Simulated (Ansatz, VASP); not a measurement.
One calculation of Al2Ru, two programs

```
Al Ru
1.0
    -1.56068    1.56068    4.21155
     1.56068   -1.56068    4.21155
     1.56068    1.56068   -4.21155
Al Ru
2 1
Direct
  0.65908 0.65908 0.00000
  0.34092 0.34092 0.00000
  0.00000 0.00000 0.00000
```

Alike in both runs: functional PBEsol; k mesh 18 × 18 × 18; occupations gaussian, width 0.1 eV; no spin polarisation.

Ansatz relaxed the structure, and its values are those at the end. VASP's run is a single point on that final structure, the one shown.

```csv
,VASP,Ansatz
version,VASP 6.6.1,Ansatz 0.2.0
potentials or method,"VASP PAW PBE potentials, release 64 (Al, Ru_pv), cutoff 520 eV","scalar-relativistic, plane waves, PAW"
valence electrons in the cell,20,22
```

```csv
,VASP,Ansatz,Ansatz less VASP
gap on the k mesh at the Fermi level (eV),none,none,-
pressure (GPa),0.1,0.0,-0.08
```

VASP's potentials were made for PBE, not for PBEsol. A gap of «none» marks a metal or a gap that the smearing closes. VASP's potentials hold 20 valence electrons a cell and Ansatz's 22, so a difference there can come from the potentials and not from the codes.
